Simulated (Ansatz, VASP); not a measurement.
This is a calculation of KCl for VASP 6.6.1.

Contents of POSCAR:

```
KCl
1.0
    3.8391960000      0.0000000000      0.0000000000
    0.0000000000      3.8391960000      0.0000000000
    0.0000000000      0.0000000000      3.8391960000
K Cl
1 1
Direct
    0.0000000000      0.0000000000      0.0000000000
    0.5000000000      0.5000000000      0.5000000000
```

INCAR.step1

```
ALGO     = Normal         # electronic algorithm
EDIFF    = 1E-5           # SCF threshold, eV
ENCUT    = 520            # plane-wave cutoff, eV
GGA      = PE             # functional
ISIF     = 2              # what is computed and relaxed
ISMEAR   = -1             # smearing method
LASPH    = True           # aspherical terms in the spheres
LCHARG   = False          # write CHGCAR
LREAL    = False          # projectors in reciprocal space
LWAVE    = True           # write WAVECAR
NBANDS   = 15             # bands
NELM     = 80             # most SCF steps
PREC     = Accurate       # precision mode
SIGMA    = 0.05           # smearing width, eV
```

Contents of INCAR.step2:

```
ALGO     = Normal         # electronic algorithm
EDIFF    = 1E-6           # SCF threshold, eV
ENCUT    = 520            # plane-wave cutoff, eV
GGA      = PE             # functional
HFSCREEN = 0.2079         # screening, 1/A
ISIF     = 2              # what is computed and relaxed
ISMEAR   = -1             # smearing method
ISTART   = 1            
LASPH    = True           # aspherical terms in the spheres
LCHARG   = False          # write CHGCAR
LHFCALC  = True           # exact exchange
LREAL    = False          # projectors in reciprocal space
LWAVE    = False          # write WAVECAR
NBANDS   = 15             # bands
NELM     = 80             # most SCF steps
PREC     = Accurate       # precision mode
PRECFOCK = Normal       
SIGMA    = 0.05           # smearing width, eV
```

KPOINTS

```
k-points
0
Gamma
  4 4 4
```

Potentials or basis: VASP PAW PBE potentials, release 64 (K_sv, Cl).

Launch:

```bash
$ cat potpaw_PBE.64/K_sv/POTCAR potpaw_PBE.64/Cl/POTCAR > POTCAR
$ cp INCAR.step1 INCAR
$ mpirun -np 1 vasp_std > vasp.out
$ cp INCAR.step2 INCAR
$ mpirun -np 1 vasp_std > vasp.out
```

Problem. Translate it to Ansatz 0.2.0. Potentials there: Ansatz PAW.

Solution. As run (the cutoff follows the program's own potentials):

input

```
crystal:
  lattice:
    - [3.839196, 0.0, 0.0]
    - [0.0, 3.839196, 0.0]
    - [0.0, 0.0, 3.839196]
  atoms:
    - { symbol: K, position: [0.0, 0.0, 0.0] }
    - { symbol: Cl, position: [0.5, 0.5, 0.5] }
hamiltonian:
  xc: hse06
  pseudopotentials: { kind: paw }
kpoints:
  mp_grid: { grid: [4, 4, 4] }
scf:
  occupations: { method: fermi_dirac, width: 0.05 }
output:
  forces: true
  stress: true
  eigenvalues: true
```

Both were run:

|  | VASP | Ansatz | Ansatz less VASP |
| --- | --- | --- | --- |
| gap on the k mesh at the Fermi level (eV) | 6.12 | 6.12 | +0.001 |
| least direct gap on the mesh (eV) | 6.33 | 6.33 | 0.000 |
| pressure (GPa) | -0.4 | -0.4 | -0.01 |
